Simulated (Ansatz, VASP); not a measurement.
Ru in VASP and in Ansatz

```
CELL_PARAMETERS angstrom
0.00000 1.87370 1.87370
1.87370 0.00000 1.87370
1.87370 1.87370 0.00000
ATOMIC_POSITIONS crystal
Ru 0.00000 0.00000 0.00000
```

Alike in both runs: task single point; functional LDA; k mesh 14 × 14 × 14; occupations fermi-dirac, width 0.1 eV; non-collinear spin, spin-orbit coupling.

|  | VASP | Ansatz |
| --- | --- | --- |
| version | VASP 6.6.1 | Ansatz 0.2.0 |
| potentials or method | VASP PAW LDA potentials, release 64 (Ru_pv), cutoff 520 eV | plane waves (420 eV) with PAW, fully relativistic with spin-orbit coupling |
| valence electrons in the cell | 14 | 16 |

|  | VASP | Ansatz | Ansatz less VASP |
| --- | --- | --- | --- |
| net moment per atom (μB) | 0.00 | 0.00 | 0.000 |

Ansatz warns that its potentials were made for another functional, while VASP's fit it. LDA's correlation is that of Perdew and Zunger in VASP and of Perdew and Wang (1992) in Ansatz. VASP's potentials hold 14 valence electrons a cell and Ansatz's 16, so a difference there can come from the potentials and not from the codes.
